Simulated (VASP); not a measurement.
ZrS:

```
CELL_PARAMETERS angstrom
0.00000 2.62500 2.62500
2.62500 0.00000 2.62500
2.62500 2.62500 0.00000
ATOMIC_POSITIONS crystal
Zr 0.00000 0.00000 0.00000
S 0.50000 0.50000 0.50000
```

Base run:

```yaml
Program: VASP 6.6.1
Functional: PBEsol
Potentials_or_basis: VASP PAW PBE potentials, release 64 (Zr_sv, S)
Cutoff: 520 eV
k_mesh: 10 × 10 × 10
Occupations: gaussian, width 0.1 eV
Spin: no spin polarisation
```

Its results: band gap on the k mesh zero (band 9 reaches 12.06 eV, above the bottom of band 10 at 9.24 eV); pressure -6.2 GPa.

Problem. The run is repeated on the same cell with these changes: k mesh from 10 × 10 × 10 to 2 × 2 × 2. What comes out?

Solution. Band gap on the k mesh zero (band 9 reaches 12.02 eV, above the bottom of band 10 at 9.22 eV); pressure -7.2 GPa.

Caveats: some runs use coarse meshes; the PAW data sets were made with another functional, which shifts forces and pressure a little.
